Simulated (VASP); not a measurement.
A run of VASP 6.6.1 is set up as follows.

INCAR

```
PREC     = Accurate       # precision mode
ENCUT    = 520            # plane-wave cutoff, eV
EDIFF    = 1E-6           # SCF threshold, eV
ISMEAR   = -1             # smearing method
SIGMA    = 0.02           # smearing width, eV
LREAL    = F              # projectors in reciprocal space
LASPH    = T              # aspherical terms in the spheres
NELM     = 100            # most SCF steps
ALGO     = Normal         # electronic algorithm
ISIF     = 2              # what is computed and relaxed
LWAVE    = F              # write WAVECAR
LCHARG   = F              # write CHGCAR
GGA      = PE             # functional
NBANDS   = 21             # bands
```

The input KPOINTS:

```
Automatic mesh
0
Gamma
  8 8 4
```

File POSCAR:

```
BiB2N
1.0
    2.8282886701      0.0000000000      0.0000000000
    0.0000000000      2.8282886701      0.0000000000
    0.0000000000      0.0000000000      6.5260668383
N B Bi
1 2 1
Direct
    0.0000000000      0.0000000000      0.0000000000
    0.0000000000      0.5000000000      0.8819061826
    0.5000000000      0.0000000000      0.1180938174
    0.5000000000      0.5000000000      0.5000000000
```

Potentials or basis: VASP PAW PBE potentials, release 64 (N, B, Bi_d).

Launch:

```sh
$ cat potpaw_PBE.64/N/POTCAR potpaw_PBE.64/B/POTCAR potpaw_PBE.64/Bi_d/POTCAR > POTCAR
$ mpirun -np 1 vasp_std > vasp.out
```

(1) Predict the band gap on the k mesh.

(2) What does it give for the largest force?

(3) Estimate the pressure.

## Answers

(1) zero (bands 13 and 14 overlap by 3.73 eV).

(2) 0.013 eV/Å.

(3) 1.3 GPa.

Caveat: spin-orbit coupling is left out, which moves the levels of the heavy elements.
